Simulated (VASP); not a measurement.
Sn: single point with PBE

Crystal: Sn.

```
Sn
1.0
     0.00000    3.30712    3.30712
     3.30712    0.00000    3.30712
     3.30712    3.30712    0.00000
Sn
2
Cartesian
  3.3071 3.3071 3.3071
  4.9607 4.9607 4.9607
```

This cell differs from its parent crystal: volume scaled by 0.98.

```
Program             : VASP 6.6.1
Task                : single point
Functional          : PBE
Potentials or basis : VASP PAW PBE potentials, release 64 (Sn_d)
Cutoff              : 520 eV
k mesh              : 12 × 12 × 12
Occupations         : fermi-dirac, width 0.15 eV
Spin                : no spin polarisation
```

The pressure is 0.7 GPa. The band gap on the k mesh is zero (band 14 reaches 5.14 eV, above the bottom of band 15 at 4.94 eV).

Levels at points of the mesh, in eV from the Fermi level:
| k point | band 12 | band 13 | band 14 | band 15 | band 16 | band 17 |
| --- | --- | --- | --- | --- | --- | --- |
| (0.00, 0.00, 0.00) | -1.07 | 0.05 | 0.05 | 0.05 | 2.11 | 2.11 |
| (0.50, 0.00, 0.00) | -6.13 | -1.07 | -1.07 | -0.15 | 3.17 | 3.17 |
| (0.50, 0.50, 0.00) | -7.36 | -2.32 | -2.32 | 0.84 | 0.84 | 7.33 |

Run time: 94 s on 1 thread of Intel(R) Xeon(R) Platinum 8259CL CPU @ 2.50GHz (Skylake/Cascade Lake), with other jobs on the host, peak memory 0.25 GiB.

Caveat: spin-orbit coupling is left out, which moves the levels of the heavy elements.
